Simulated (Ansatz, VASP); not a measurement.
**Two plane-wave programs on In**

```
In
1.0
     0.00000    2.74329    5.80472
     1.63546    0.00000    5.80472
     1.63546    2.74329    0.00000
In
2
Cartesian
  1.6355 2.7433 10.0981
  1.6355 2.7433 1.5113
```

Alike in both runs: functional PBEsol; k mesh 20 × 20 × 20; occupations gaussian, width 0.1 eV; no spin polarisation.

Ansatz relaxed the structure, and its values are those at the end. VASP's run is a single point on that final structure, the one shown.

|  | VASP | Ansatz |
| --- | --- | --- |
| version | VASP 6.6.1 | Ansatz 0.2.0 |
| potentials or method | VASP PAW PBE potentials, release 64 (In_d), cutoff 520 eV | scalar-relativistic, plane waves, PAW |
| valence electrons in the cell | 26 | 26 |

VASP gave:

| Item | Value |
| --- | --- |
| gap on the k mesh at the Fermi level (eV) | none |
| pressure (GPa) | -0.3 |

Task: Which values does Ansatz return?

Result: gap on the k mesh at the Fermi level (eV): none; pressure (GPa): 0.0.

VASP's potentials were made for PBE, not for PBEsol. A gap of «none» marks a metal or a gap that the smearing closes.
